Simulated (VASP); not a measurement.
# Fe (Fd-3m) in VASP: notebook, part 2 of 2

VASP 6.6.1.

### Step 4. Single point, revPBE, collinear spin, antiferromagnetic start (14.14 Å³/atom)

This run uses another cell than the first one, of 14.14 Å³/atom.

Input file INCAR:

```
ALGO = Normal
EDIFF = 1E-6
ENCUT = 600
GGA = RE
GGA_COMPAT = False
ISIF = 2
ISMEAR = -1
ISPIN = 2
LASPH = True
LCHARG = False
LMAXMIX = 4
LORBIT = 11
LREAL = False
LWAVE = False
MAGMOM = 2.5 -2.5
NBANDS = 27
NELM = 200
PREC = Accurate
SIGMA = 0.05
```

Input file KPOINTS:

```
k-points
0
Gamma
  13 13 13
```

Input file POSCAR:

```
Fe
1.0
    0.0000000000      2.4183632720      2.4183632720
    2.4183632720      0.0000000000      2.4183632720
    2.4183632720      2.4183632720      0.0000000000
Fe
2
Direct
    0.1250000000      0.1250000000      0.1250000000
    0.8750000000      0.8750000000      0.8750000000
```

Potentials or basis: VASP PAW PBE potentials, release 64 (Fe_sv).

Started as:

```
$ cat potpaw_PBE.64/Fe_sv/POTCAR > POTCAR
$ mpirun -np 1 vasp_std > vasp.out
```

OUTCAR:

```text
EDIFF = 1E-6
   ENCUT = 600
   GGA = RE
   ISIF = 2
   ISMEAR = -1
   ISPIN = 2
   LASPH = True
   LORBIT = 11
   LREAL = False
   NELM = 200
   PREC = Accurate

 ion  position               nearest neighbor table
   1  0.125  0.125  0.125-   2 2.09   2 2.09   2 2.09   2 2.09
   2  0.875  0.875  0.875-   1 2.09   1 2.09   1 2.09   1 2.09

  LATTYP: Found a face centered cubic cell.
 ALAT       =     4.8367265440

  Lattice vectors:

 A1 = (   0.0000000000,   2.4183632720,   2.4183632720)
 A2 = (   2.4183632720,   0.0000000000,   2.4183632720)
 A3 = (   2.4183632720,   2.4183632720,   0.0000000000)

Analysis of symmetry for initial positions (statically):
=====================================================================
 Subroutine PRICEL returns:
 Original cell was already a primitive cell.

 Routine SETGRP: Setting up the symmetry group for a
 face centered cubic supercell.

 Subroutine GETGRP returns: Found 48 space group operations
 (whereof 12 operations were pure point group operations)
 out of a pool of 48 trial point group operations.

The static configuration has the point symmetry D_3d.
 The point group associated with its full space group is O_h .

Analysis of symmetry for dynamics (positions and initial velocities):
=====================================================================
 Subroutine PRICEL returns:
 Original cell was already a primitive cell.

 Routine SETGRP: Setting up the symmetry group for a
 face centered cubic supercell.

 Subroutine GETGRP returns: Found 48 space group operations
 (whereof 12 operations were pure point group operations)
 out of a pool of 48 trial point group operations.

The dynamic configuration has the point symmetry D_3d.
 The point group associated with its full space group is O_h .

Analysis of structural, dynamic, and magnetic symmetry:
[... 153 lines left out ...]
 Free energy of the ion-electron system (eV)
  ---------------------------------------------------
  ext. energy  EPLUGINS =         0.00000000
  ---------------------------------------------------
  free energy    TOTEN  =       -13.29230792 eV

  energy without entropy =      -13.27249078  energy(sigma->0) =      -13.28239935

 E-fermi :   8.9264     XC(G=0): -12.0058

 val. band max:        8.9108884158   @ k =   0.3077   0.1538   0.0769
 cond. band min:       8.9264207637   @ k =   0.3846   0.0000   0.0000
 fundamental gap:      0.0155323479
 Fermi energy:         8.9263737384

 spin component 1

 k-point     1 :       0.0000    0.0000    0.0000
  band No.  band energies     occupation
      1     -78.3222      1.00000
      2     -77.8958      1.00000
      3     -44.4693      1.00000
      4     -44.4693      1.00000
      5     -44.4693      1.00000
      6     -43.8374      1.00000
[... 709 lines left out ...]
     26      27.4190      0.00000
     27      29.3045      0.00000

 [... further k-points ...]

 spin component 2

 k-point     1 :       0.0000    0.0000    0.0000
  band No.  band energies     occupation
      1     -78.3222      1.00000
      2     -77.8958      1.00000
      3     -44.4693      1.00000
      4     -44.4693      1.00000
      5     -44.4693      1.00000
      6     -43.8374      1.00000
[... 709 lines left out ...]
     26      27.4190      0.00000
     27      29.3045      0.00000

 [... further k-points ...]

------------------------ aborting loop because EDIFF is reached ----------------------------------------

  FORCE on cell =-STRESS in cart. coord.  units (eV):
  Direction    XX          YY          ZZ          XY          YZ          ZX
  --------------------------------------------------------------------------------------
  -------------------------------------------------------------------------------------
  Total        0.6452563      0.6452563      0.6452563     -0.0000000      0.0000000     -0.0000000
  in kB       36.5467030     36.5467030     36.5467030     -0.0000000      0.0000000     -0.0000000
  external PRESSURE =      36.5467030 kB  Pullay stress =       0.0000000 kB

 VOLUME and BASIS-vectors are now :
 -----------------------------------------------------------------------------
  energy-cutoff  :      600.00
  volume of cell :       28.29
      direct lattice vectors                 reciprocal lattice vectors
     0.000000000  2.418363272  2.418363272    -0.206751403  0.206751403  0.206751403
     2.418363272  0.000000000  2.418363272     0.206751403 -0.206751403  0.206751403
     2.418363272  2.418363272  0.000000000     0.206751403  0.206751403 -0.206751403

 POSITION                                       TOTAL-FORCE (eV/Angst)
 -----------------------------------------------------------------------------------
      0.60459      0.60459      0.60459         0.000000      0.000000     -0.000000
      4.23214      4.23214      4.23214        -0.000000      0.000000      0.000000
 -----------------------------------------------------------------------------------
    total drift:                                0.000000      0.000000     -0.000000

  FREE ENERGIE OF THE ION-ELECTRON SYSTEM (eV)
  ---------------------------------------------------
  free  energy   TOTEN  =       -13.2923079247 eV

  energy  without entropy=      -13.2724907778  energy(sigma->0) =      -13.28239935

 total charge

# of ion       s       p       d       tot
------------------------------------------
    1        2.240   6.021   5.670  13.931
    2        2.240   6.021   5.670  13.931
--------------------------------------------------
tot          4.480  12.041  11.339  27.861

 magnetization (x)

# of ion       s       p       d       tot
------------------------------------------
    1        0.000   0.000   0.000   0.000
    2       -0.000  -0.000  -0.000  -0.000
--------------------------------------------------
tot          0.000   0.000   0.000   0.000
```

OSZICAR:

```text
N       E                     dE             d eps       ncg     rms          rms(c)
DAV:   1     0.728616859269E+03    0.72862E+03   -0.20906E+04  9072   0.205E+03
DAV:   2     0.380568940961E+02   -0.69056E+03   -0.66262E+03  9075   0.693E+02
DAV:   3    -0.121395912874E+02   -0.50196E+02   -0.48976E+02  9970   0.238E+02
DAV:   4    -0.138052316932E+02   -0.16656E+01   -0.16646E+01 10730   0.549E+01
DAV:   5    -0.138779018374E+02   -0.72670E-01   -0.72667E-01 10649   0.109E+01    0.168E+01
DAV:   6    -0.133462567331E+02    0.53165E+00   -0.74745E+00 10207   0.545E+01    0.970E+00
DAV:   7    -0.131673070394E+02    0.17895E+00   -0.14438E+00 10258   0.243E+01    0.337E+00
DAV:   8    -0.132426268277E+02   -0.75320E-01   -0.69283E-02 13985   0.506E+00    0.199E+00
DAV:   9    -0.132845379436E+02   -0.41911E-01   -0.61179E-02 16892   0.635E+00    0.875E-01
DAV:  10    -0.132918370755E+02   -0.72991E-02   -0.26161E-02 17416   0.350E+00    0.148E-01
DAV:  11    -0.132922791511E+02   -0.44208E-03   -0.46812E-03  9808   0.726E-01    0.700E-02
DAV:  12    -0.132922925934E+02   -0.13442E-04   -0.11862E-04 15966   0.231E-01    0.529E-02
DAV:  13    -0.132923057894E+02   -0.13196E-04   -0.31363E-05 13184   0.106E-01    0.220E-02
DAV:  14    -0.132923072665E+02   -0.14771E-05   -0.52090E-06 10617   0.760E-02    0.480E-03
DAV:  15    -0.132923079247E+02   -0.65818E-06   -0.41547E-06  8020   0.253E-02
   1 F= -.13292308E+02 E0= -.13282399E+02  d E =-.198171E-01  mag=     0.0000
```

stdout:

```text
POSCAR found type information on POSCAR Fe
 POSCAR found :  1 types and       2 ions
 scaLAPACK will be used
 -----------------------------------------------------------------------------
|                                                                             |
|                                                                             |
|     You enforced a specific xc type in the INCAR file but a different       |
|     I HOPE YOU KNOW WHAT YOU ARE DOING!                                     |
|                                                                             |
 -----------------------------------------------------------------------------

 LDA part: xc-table for (Slater+PW92), standard interpolation
 POSCAR, INCAR and KPOINTS ok, starting setup
 FFT: planning ... GRIDC
 FFT: planning ... GRID_SOFT
 FFT: planning ... GRID
 WAVECAR not read
 entering main loop
```

Run time: 4.3 min. Hardware: 1 thread of Intel Xeon Platinum 8259CL at 2.50GHz (Skylake/Cascade Lake), shared host; peak memory 0.24 GiB.

What came out:

```yaml
Free_energy: -13.2923 eV
Pressure: 3.7 GPa
Band_gap_on_the_k_mesh: zero (filled and empty bands overlap)
Net_moment: 0.00 μB per cell
Valence_electrons_inside_the_program's_atomic_spheres: Fe 13.93
```

Caveat: the cell stands under pressure; the PAW data sets were made with another functional, which shifts forces and pressure a little.

### Step 5. Single point, revPBE, collinear spin, antiferromagnetic start (14.73 Å³/atom)

This run uses another cell than the first one, of 14.73 Å³/atom.

Input file INCAR:

```
SYSTEM = Fe
PREC = Accurate
ENCUT = 600
EDIFF = 1E-6
ISMEAR = -1
SIGMA = 0.05
LREAL = .False.
LASPH = .True.
NELM = 200
ALGO = Normal
ISIF = 2
LWAVE = .False.
LCHARG = .False.
ISPIN = 2
MAGMOM = 2.5 -2.5
LORBIT = 11
LMAXMIX = 4
GGA = RE
NBANDS = 27
GGA_COMPAT = .False.
```

Input file KPOINTS:

```
Automatic mesh
0
Gamma
  13 13 13
  0 0 0
```

Input file POSCAR:

```
Fe
1.0
    0.0000000000      2.4514956531      2.4514956531
    2.4514956531      0.0000000000      2.4514956531
    2.4514956531      2.4514956531      0.0000000000
Fe
2
Direct
    0.1250000000      0.1250000000      0.1250000000
    0.8750000000      0.8750000000      0.8750000000
```

Started as:

```
$ cat potpaw_PBE.64/Fe_sv/POTCAR > POTCAR
$ mpirun -np 1 vasp_std > vasp.out
```

Wall time 12 min (1 thread of AMD EPYC, shared host); peak memory 0.21 GiB.

Results (log left out):

- Free energy: -13.3137 eV
- Pressure: -2.8 GPa
- Band gap on the k mesh: zero (filled and empty bands overlap)
- Net moment: 0.00 μB per cell
- Valence electrons inside the program's atomic spheres: Fe 13.90

Levels at points of the mesh, in eV from the Fermi level:
Spin up:
```csv
k point,band 13,band 14,band 15,band 16,band 17,band 18,band 19,band 20
"(0.00, 0.00, 0.00)",-2.40,-2.40,-0.37,-0.37,-0.37,1.22,1.22,14.05
```
Spin down:
| k point | band 14 | band 15 | band 16 | band 17 | band 18 | band 19 |
| --- | --- | --- | --- | --- | --- | --- |
| (0.00, 0.00, 0.00) | -2.40 | -0.37 | -0.37 | -0.37 | 1.22 | 1.22 |

Caveat: the PAW data sets were made with another functional, which shifts forces and pressure a little.
